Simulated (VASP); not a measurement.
Wanted: the native input for a VASP 6.6.1 run.

* Task: single point
* Functional: PBE
* Potentials or basis: VASP PAW PBE potentials, release 64 (Si, B, W_sv)
* Cutoff: 520 eV
* k mesh: 6 × 6 × 4
* Occupations: gaussian, width 0.1 eV
* Spin: no spin polarisation
* Dipole correction: no
* Further INCAR settings: ALGO = Normal; EDIFF = 1e-07; NBANDS = 24

The structure of SiB4W lies in POSCAR:

```
SiB4W
1.0
    2.9282074100      0.0000000000      0.0000000000
    0.0000000000      2.9282074100      0.0000000000
    0.0000000000      0.0000000000      6.6344506639
Si B W
1 4 1
Direct
    0.5000000000      0.5000000000      0.5000000000
    0.5000000000      0.0000000000      0.7381265798
    0.0000000000      0.5000000000      0.2618734202
    0.5000000000      0.0000000000      0.2618734202
    0.0000000000      0.5000000000      0.7381265798
    0.0000000000      0.0000000000      0.0000000000
```

The cell was built from a structure type or drawn by symmetry, and may not be a known phase.

One way to write it, as run:

INCAR

```
PREC = Accurate
ENCUT = 520
EDIFF = 1E-7
ISMEAR = 0
SIGMA = 0.1
LREAL = False
LASPH = True
NELM = 80
ALGO = Normal
ISIF = 2
LWAVE = False
LCHARG = False
GGA = PE
NBANDS = 24
```

KPOINTS

```
Automatic mesh
0
Gamma
  6 6 4
```

Potentials or basis: VASP PAW PBE potentials, release 64 (Si, B, W_sv).

Command:

```console
$ cat potpaw_PBE.64/Si/POTCAR potpaw_PBE.64/B/POTCAR potpaw_PBE.64/W_sv/POTCAR > POTCAR
$ mpirun -np 1 vasp_std > vasp.out
```

It gave:

```json
{"Pressure": "0.1 GPa", "Largest force": "0.020 eV/Å", "Band gap on the k mesh": "zero (bands 15 and 16 overlap by 2.67 eV)"}
```

Caveat: spin-orbit coupling is left out, which moves the levels of the heavy elements.

Wall time 17 s on 1 thread of Intel(R) Xeon(R) 6975P-C (Granite Rapids) (shared host), peak memory 0.19 GiB.
